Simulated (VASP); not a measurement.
# Hf (P6/mmm) in VASP: notebook

The runs below take Hf through single point, with PBE.

All numbers are computed with VASP 6.6.1; they aren't measurements. Logs are shortened: lines on timing, memory, paths and dates and some standing lists are left out, and cuts for length are marked.

## Step 1: The cell of the first run

Symmetry: P6/mmm, No. 191, hexagonal system. Conventional cell: a = 2.290 Å, b = 2.290 Å, c = 2.212 Å, α = 90.00°, β = 90.00°, γ = 120.00°. Hf (site symmetry 6/mmm) has 8 Hf at 2.21 to 2.29 Å within 2.9 Å.

## Step 2: Single point, PBE

Input file INCAR:

```
SYSTEM = Hf
ALGO = Normal
EDIFF = 1E-6
ENCUT = 520
GGA = PE
ISIF = 2
ISMEAR = -1
LASPH = .True.
LCHARG = .True.
LELF = .True.
LREAL = .False.
LVHAR = .True.
LWAVE = .False.
NBANDS = 11
NELM = 100
PREC = Accurate
SIGMA = 0.1
```

Input file KPOINTS:

```
k-points
0
Gamma
  16 16 15
  0 0 0
```

Input file POSCAR:

```
Hf
1.0
    2.2901952670      0.0000000000      0.0000000000
   -1.1450976335      1.9833672808      0.0000000000
    0.0000000000      0.0000000000      2.2117279581
Hf
1
Direct
    0.0000000000      0.0000000000      0.0000000000
```

Potentials or basis: VASP PAW PBE potentials, release 64 (Hf_pv).

On the command line:

```console
$ cat potpaw_PBE.64/Hf_pv/POTCAR > POTCAR
$ mpirun -np 1 vasp_std > vasp.out
```

OUTCAR:

```text
SYSTEM = Hf
   EDIFF = 1E-6
   ENCUT = 520
   GGA = PE
   ISIF = 2
   ISMEAR = -1
   LASPH = .True.
   LREAL = .False.
   NELM = 100
   PREC = Accurate

 ion  position               nearest neighbor table
   1  0.000  0.000  0.000-

  LATTYP: Found a hexagonal cell.
 ALAT       =     2.2901952670
 C/A-ratio  =     0.9657377211

  Lattice vectors:

 A1 = (   2.2901952670,   0.0000000000,   0.0000000000)
 A2 = (  -1.1450976335,   1.9833672808,   0.0000000000)
 A3 = (   0.0000000000,   0.0000000000,   2.2117279581)

Analysis of symmetry for initial positions (statically):
=====================================================================
 Subroutine PRICEL returns:
 Original cell was already a primitive cell.

 Routine SETGRP: Setting up the symmetry group for a
 hexagonal supercell.

 Subroutine GETGRP returns: Found 24 space group operations
 (whereof 24 operations were pure point group operations)
 out of a pool of 24 trial point group operations.

The static configuration has the point symmetry D_6h.

Analysis of symmetry for dynamics (positions and initial velocities):
=====================================================================
 Subroutine PRICEL returns:
 Original cell was already a primitive cell.

 Routine SETGRP: Setting up the symmetry group for a
 hexagonal supercell.

 Subroutine GETGRP returns: Found 24 space group operations
 (whereof 24 operations were pure point group operations)
 out of a pool of 24 trial point group operations.

The dynamic configuration has the point symmetry D_6h.

 Subroutine INISYM returns: Found 24 space group operations
 (whereof 24 operations are pure point group operations),
 and found     1 'primitive' translations

----------------------------------------------------------------------------------------

                                     Primitive cell

  volume of cell :      10.0463

  direct lattice vectors                    reciprocal lattice vectors
     2.290195267  0.000000000  0.000000000     0.436643990  0.252096525  0.000000000
    -1.145097634  1.983367281  0.000000000     0.000000000  0.504193051  0.000000000
     0.000000000  0.000000000  2.211727958     0.000000000  0.000000000  0.452135172

  length of vectors
     2.290195267  2.290195267  2.211727958     0.504193051  0.504193051  0.452135172

  position of ions in fractional coordinates (direct lattice)
     0.000000000  0.000000000  0.000000000

  ion indices of the primitive-cell ions
   primitive index   ion index
                 1           1

----------------------------------------------------------------------------------------

 KPOINTS: k-points

Automatic generation of k-mesh.
 Grid dimensions read from file:
 generate k-points for:   16   16   15

 Generating k-lattice:

  Cartesian coordinates                     Fractional coordinates (reciprocal lattice)
     0.027290249  0.015756033  0.000000000     0.062500000 -0.000000000  0.000000000
     0.000000000  0.031512066  0.000000000     0.000000000  0.062500000  0.000000000
     0.000000000  0.000000000  0.030142345     0.000000000  0.000000000  0.066666667

  Length of vectors
     0.031512066  0.031512066  0.030142345

  Shift w.r.t. Gamma in fractional coordinates (k-lattice)
     0.000000000  0.000000000  0.000000000

 Subroutine IBZKPT returns following result:
 ===========================================

 Found    240 irreducible k-points:

 Following reciprocal coordinates:
            Coordinates               Weight
  0.000000  0.000000  0.000000      1.000000
  0.062500  0.000000  0.000000      6.000000
  0.125000  0.000000  0.000000      6.000000
  0.187500  0.000000  0.000000      6.000000
  0.250000  0.000000  0.000000      6.000000
  0.312500 -0.000000  0.000000      6.000000
[... 16 lines left out ...]
  0.187500  0.187500  0.000000      6.000000
  0.250000  0.187500  0.000000     12.000000
 [... further k-points ...]
   k-points           NKPTS =    240   k-points in BZ     NKDIM =    240   number of bands    NBANDS=     11
   number of dos      NEDOS =    301   number of ions     NIONS =      1
   total plane-waves  NPLWV =   5184
   dimension x,y,z NGX =    18 NGY =   18 NGZ =   16
   dimension x,y,z NGXF=    36 NGYF=   36 NGZF=   32
   ions per type =               1
   NGX,Y,Z   is equivalent  to a cutoff of  13.07, 13.07, 12.03 a.u.
   NGXF,Y,Z  is equivalent  to a cutoff of  26.13, 26.13, 24.05 a.u.
 SYSTEM =  Hf
   PREC   = accura    normal or accurate (medium, high low for compatibility)
   ISTART =      0    job   : 0-new  1-cont  2-samecut
   ICHARG =      2    charge: 1-file 2-atom 10-const
   ISPIN  =      1    spin polarized calculation?
   LNONCOLLINEAR =      F non collinear calculations
   LSORBIT =      F    spin-orbit coupling
   LASPH  =      T    aspherical Exc in radial PAW
   ENCUT  =  520.0 eV  38.22 Ry    6.18 a.u.   4.26  4.26  4.11*2*pi/ulx,y,z
   NELM   =    100;   NELMIN=  2; NELMDL= -5     # of ELM steps
   EDIFF  = 0.1E-05   stopping-criterion for ELM
   LREAL  =      F    real-space projection
   EDIFFG = 0.1E-04   stopping-criterion for IOM
   NSW    =      0    number of steps for IOM
   IBRION =     -1    ionic relax: 0-MD 1-quasi-New 2-CG
   NFREE  =      0    steps in history (QN), initial steepest desc. (CG)
   ISIF   =      2    stress and relaxation
   ISYM   =      2    0-nonsym 1-usesym 2-fastsym
   POTIM  = 0.5000    time-step for ionic-motion
   TEBEG  =    0.0;   TEEND  =   0.0 temperature during run
   PSTRESS=    0.0 pullay stress
   NELECT =      10.0000    total number of electrons
   NUPDOWN=      -1.0000    fix difference up-down
   EMIN   =  10.00;   EMAX   =-10.00  energy-range for DOS
   EFERMI =   0.00;   METHOD = LEGACY
   ISMEAR =    -1;   SIGMA  =   0.10  broadening in eV -4-tet -1-fermi 0-gaus
   EFERMI_NEDOS =   21; number of points for ismear=-14 and -15
   IALGO  =     38    algorithm
   IMIX   =      4    mixing-type and parameters
     AMIX     =   0.40;   BMIX     =  1.00
     AMIX_MAG =   1.60;   BMIX_MAG =  1.00
  volume/ion in A,a.u.               =      10.05        67.80
  Fermi-wavevector in a.u.,A,eV,Ry     =   1.634578  3.088905 36.352671  2.671846
  Thomas-Fermi vector in A             =   2.726194
   LORBIT       =      0    0 simple, 1 ext, 2 COOP (PROOUT), +10 PAW based schemes
   GGA     = PE    functional components
   LHFCALC =     F    Hartree Fock is set to
   AEXX    =    0.0000 exact exchange contribution
   IVDW    =     0    specifies the selected vdW correction
   LEPSILON=     F    determine dielectric tensor
   LRPA    =     F    only Hartree local field effects (RPA)
 non-spin polarized calculation
  energy-cutoff  :      520.00
  volume of cell :       10.05
 maximum number of plane-waves:       284
 NGX is ok and might be reduce to    18

 number of electron      10.0000002 magnetization

 Free energy of the ion-electron system (eV)
  ---------------------------------------------------
  ext. energy  EPLUGINS =         0.00000000
  ---------------------------------------------------
  free energy    TOTEN  =        -1.94104292 eV

  energy without entropy =       -1.92552142  energy(sigma->0) =       -1.93328217

 E-fermi :  11.8412     XC(G=0): -15.4980

 val. band max:       11.8404450271   @ k =   0.3125   0.1250   0.4667
 cond. band min:      11.8948458917   @ k =   0.0625   0.0625   0.0667
 fundamental gap:      0.0544008646
 Fermi energy:        11.8412311246

 k-point     1 :       0.0000    0.0000    0.0000
  band No.  band energies     occupation
      1     -15.7610      2.00000
      2     -15.0278      2.00000
      3     -15.0278      2.00000
      4       4.2974      2.00000
      5       6.2686      2.00000
      6      13.0567      0.00001
      7      13.0567      0.00001
      8      26.5560      0.00000
      9      27.2112      0.00000
     10      27.4575      0.00000
     11      27.4575      0.00000

 k-point     2 :       0.0625    0.0000    0.0000
  band No.  band energies     occupation
      1     -15.7164      2.00000
      2     -15.4831      2.00000
      3     -15.1171      2.00000
      4       4.6301      2.00000
      5       6.5903      2.00000
      6      12.5850      0.00118
      7      13.4375      0.00000
      8      26.4589      0.00000
      9      26.5511      0.00000
     10      27.3315      0.00000
     11      28.1934      0.00000

 k-point     3 :       0.1250    0.0000    0.0000
  band No.  band energies     occupation
      1     -16.6746      2.00000
      2     -15.5876      2.00000
      3     -15.3643      2.00000
      4       5.3237      2.00000
      5       7.4772      2.00000
      6      11.7300      1.50511
      7      14.5532      0.00000
      8      24.3802      0.00000
      9      26.5368      0.00000
     10      26.9850      0.00000
     11      30.7506      0.00000

 k-point     4 :       0.1875    0.0000    0.0000
  band No.  band energies     occupation
      1     -18.2458      2.00000
      2     -15.7157      2.00000
      3     -15.3899      2.00000
      4       6.0527      2.00000
      5       7.8604      2.00000
      6      12.0382      0.24477
      7      16.3309      0.00000
      8      22.1377      0.00000
      9      26.4962      0.00000
     10      26.5147      0.00000
     11      34.1817      0.00000
[... 239 lines left out ...]
 k-point    22 :       0.4375    0.1250    0.0000
  band No.  band energies     occupation
      1     -23.1718      2.00000
      2     -18.1173      2.00000
      3     -14.4236      2.00000
      4       6.3750      2.00000
      5      10.2257      2.00000
      6      16.3127      0.00000
      7      17.6884      0.00000
      8      23.0185      0.00000
      9      26.4203      0.00000
     10      27.1865      0.00000
     11      31.5967      0.00000

 k-point    23 :       0.1875    0.1875    0.0000
  band No.  band energies     occupation
      1     -21.0787      2.00000
      2     -17.5469      2.00000
      3     -14.8405      2.00000
      4       8.1978      2.00000
      5       9.4825      2.00000
      6      11.9750      0.41580
      7      18.6480      0.00000
      8      22.9499      0.00000
      9      23.8161      0.00000
     10      26.4571      0.00000
     11      33.6932      0.00000

 k-point    24 :       0.2500    0.1875    0.0000
  band No.  band energies     occupation
      1     -21.8708      2.00000
      2     -18.2888      2.00000
      3     -14.6366      2.00000
      4       9.0008      2.00000
      5       9.3099      2.00000
      6      13.6518      0.00000
      7      17.7683      0.00000
      8      22.7680      0.00000
      9      24.3565      0.00000
     10      26.4503      0.00000
     11      31.9579      0.00000

 [... further k-points ...]

------------------------ aborting loop because EDIFF is reached ----------------------------------------

  FORCE on cell =-STRESS in cart. coord.  units (eV):
  Direction    XX          YY          ZZ          XY          YZ          ZX
  --------------------------------------------------------------------------------------
  -------------------------------------------------------------------------------------
  Total       23.4644231     23.4644231     23.4864710      0.0000000      0.0000000      0.0000000
  in kB     3742.0802615   3742.0802614   3745.5964322      0.0000000      0.0000000      0.0000000
  external PRESSURE =    3743.2523184 kB  Pullay stress =       0.0000000 kB

 VOLUME and BASIS-vectors are now :
 -----------------------------------------------------------------------------
  energy-cutoff  :      520.00
  volume of cell :       10.05
      direct lattice vectors                 reciprocal lattice vectors
     2.290195267  0.000000000  0.000000000     0.436643990  0.252096525  0.000000000
    -1.145097634  1.983367281  0.000000000     0.000000000  0.504193051  0.000000000
     0.000000000  0.000000000  2.211727958     0.000000000  0.000000000  0.452135172

 POSITION                                       TOTAL-FORCE (eV/Angst)
 -----------------------------------------------------------------------------------
      0.00000      0.00000      0.00000        -0.000000      0.000000      0.000000
 -----------------------------------------------------------------------------------
    total drift:                                0.000000      0.000000      0.000000

  FREE ENERGIE OF THE ION-ELECTRON SYSTEM (eV)
  ---------------------------------------------------
  free  energy   TOTEN  =        -1.9410429239 eV

  energy  without entropy=       -1.9255214210  energy(sigma->0) =       -1.93328217
```

Wall time 8.2 s (1 thread of Intel Xeon 6975P-C (Granite Rapids), shared host); peak memory 0.14 GiB.

What came out:

```
Free energy            : -1.9410 eV
Pressure               : 374.3 GPa
Band gap on the k mesh : zero (band 5 reaches 15.19 eV, above the bottom of band 6 at 10.04 eV)
```

Caveat: spin-orbit coupling is left out, which moves the levels of the heavy elements.

## Step 3: Single point, PBE

Input file INCAR:

```
ALGO = Normal
EDIFF = 1E-7
ENCUT = 520
GGA = PE
ISIF = 2
ISMEAR = -1
LASPH = True
LCHARG = True
LELF = True
LREAL = False
LVHAR = True
LWAVE = False
NBANDS = 11
NELM = 80
PREC = Accurate
SIGMA = 0.1
```

Input file KPOINTS:

```
k-points
0
Gamma
  16 16 15
```

POSCAR is that of step 2.

Potentials or basis: VASP PAW PBE potentials, release 64 (Hf_pv).

On the command line:

```console
$ cat potpaw_PBE.64/Hf_pv/POTCAR > POTCAR
$ mpirun -np 1 vasp_std > vasp.out
```

It took 8.5 s on 1 thread of Intel Xeon 6975P-C (Granite Rapids), shared host; peak memory 0.14 GiB.

It converged, with:

```yaml
Free_energy: -1.9410 eV
Pressure: 374.3 GPa
Band_gap_on_the_k_mesh: zero (band 5 reaches 15.19 eV, above the bottom of band 6 at 10.04 eV)
```

Stress tensor (GPa, compression positive):
```
374.21   0.00   0.00
  0.00 374.21   0.00
  0.00   0.00 374.56
```

Levels at points of the mesh, in eV from the Fermi level:
```csv
k point,band 2,band 3,band 4,band 5,band 6,band 7,band 8,band 9
"(0.00, 0.00, 0.00)",-26.87,-26.87,-7.54,-5.57,1.22,1.22,14.71,15.37
"(0.50, 0.00, 0.00)",-28.86,-26.31,-7.54,-1.81,4.09,6.50,12.87,14.59
```

Caveat: spin-orbit coupling is left out, which moves the levels of the heavy elements.

## Step 4: Single point, PBE

This run uses another cell than the first one, of 11.68 Å³/atom, 1.163 times its volume.

Input file INCAR:

```
PREC = Accurate
ENCUT = 520
EDIFF = 1E-6
ISMEAR = -1
SIGMA = 0.1
LREAL = F
LASPH = T
NELM = 60
ALGO = Normal
ISIF = 2
LWAVE = F
LCHARG = F
GGA = PE
NBANDS = 11
```

Input file KPOINTS:

```
regular mesh
0
Gamma
  16 16 15
```

Input file POSCAR:

```
Hf
1.0
    2.4101413626      0.0000000000      0.0000000000
   -1.2050706813      2.0872436467      0.0000000000
    0.0000000000      0.0000000000      2.3221659353
Hf
1
Direct
    0.0000000000      0.0000000000      0.0000000000
```

On the command line:

```console
$ cat potpaw_PBE.64/Hf_pv/POTCAR > POTCAR
$ mpirun -np 1 vasp_std > vasp.out
```

Run time: 8.8 s. Hardware: 1 thread of Intel Xeon 6975P-C (Granite Rapids), shared host; peak memory 0.14 GiB.

It converged, with:

| Quantity | Value |
| --- | --- |
| Free energy | -4.9134 eV |
| Pressure | 223.1 GPa |
| Band gap on the k mesh | zero (band 5 reaches 12.83 eV, above the bottom of band 6 at 8.85 eV) |

Levels at points of the mesh, in eV from the Fermi level:
```csv
k point,band 3,band 4,band 5,band 6,band 7,band 8
"(0.00, 0.00, 0.00)",-27.48,-7.88,-4.50,1.48,1.48,13.53
"(0.50, 0.00, 0.00)",-27.08,-6.38,-1.69,4.07,5.02,11.32
```

Caveat: spin-orbit coupling is left out, which moves the levels of the heavy elements.
